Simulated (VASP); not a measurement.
A run of VASP 6.6.1:

File INCAR:

```
ALGO = Normal
EDIFF = 1E-6
ENCUT = 520
ISIF = 2
ISMEAR = -1
LASPH = True
LCHARG = True
LELF = True
LREAL = False
LVHAR = True
LWAVE = False
NBANDS = 26
NELM = 80
PREC = Accurate
SIGMA = 0.05
```

Contents of KPOINTS:

```
k-points
0
Gamma
  11 11 11
```

Contents of POSCAR:

```
NbP
1.0
   -1.6749232544      1.6749232544      5.7401081759
    1.6749232544     -1.6749232544      5.7401081759
    1.6749232544      1.6749232544     -5.7401081759
Nb P
2 2
Direct
    0.2498808000      0.7498808000      0.5000000000
    0.4998808000      0.4998808000      0.0000000000
    0.8327477700      0.3327477700      0.5000000000
    0.0827477700      0.0827477700      0.0000000000
```

Potentials or basis: VASP PAW LDA potentials, release 64 (Nb_sv, P).

Launch:

```bash
$ cat potpaw_LDA.64/Nb_sv/POTCAR potpaw_LDA.64/P/POTCAR > POTCAR
$ mpirun -np 1 vasp_std > vasp.out
```

Hardware: 1 thread of AMD EPYC 7R43 64-Core Processor (Zen 3) (shared host).

Question: How long does it take, and how much memory?

Answer: It took 13 min on 1 thread of AMD EPYC 7R43 64-Core Processor (Zen 3), on a shared host, peak memory 0.34 GiB. Counts: scf iterations 12, k points 126.
